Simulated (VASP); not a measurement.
Input of a VASP 6.6.1 run:

File INCAR:

```
  ALGO = Normal
  EDIFF = 1E-7
  ENCUT = 520
  GGA = PS
  ISIF = 2
  ISMEAR = 0
  ISPIN = 2
  LASPH = T
  LCHARG = F
  LMAXMIX = 4
  LORBIT = 11
  LREAL = F
  LWAVE = F
  MAGMOM = 4.32 4.32 0.25 0.25
  NBANDS = 31
  NELM = 150
  PREC = Accurate
  SIGMA = 0.1
```

The input KPOINTS:

```
k-points
0
Gamma
  12 12 8
```

The input POSCAR:

```
MnO
1.0
    3.4836260632      0.0000000000      0.0000000000
   -1.7418130316      3.0169086680      0.0000000000
    0.0000000000      0.0000000000      5.5472334713
Mn O
2 2
Direct
    0.3333333333      0.6666666667      0.0012726179
    0.6666666667      0.3333333333      0.5012726179
    0.3333333333      0.6666666667      0.3851573821
    0.6666666667      0.3333333333      0.8851573821
```

Potentials or basis: VASP PAW PBE potentials, release 64 (Mn_pv, O).

Command:

```bash
$ cat potpaw_PBE.64/Mn_pv/POTCAR potpaw_PBE.64/O/POTCAR > POTCAR
$ mpirun -np 1 vasp_std > vasp.out
```

Q: What does it give for the net moment?

A: 10.00 μB per cell.

Q: Predict the band gap on the k mesh.

A: Zero (filled and empty bands overlap).

Q: Predict the pressure.

A: -9.5 GPa.

Forces on the atoms (eV/Å):
```
Mn   0.000  0.000  0.008
Mn   0.000  0.000  0.008
O    0.000  0.000 -0.008
O    0.000  0.000 -0.008
```

Caveat: the PAW data sets were made with another functional, which shifts forces and pressure a little; semilocal functionals often make such compounds metallic where correlation or magnetic order opens a gap, which also shifts bond lengths; only a ferromagnetic start was run, and an antiferromagnetic order may lie lower in energy.
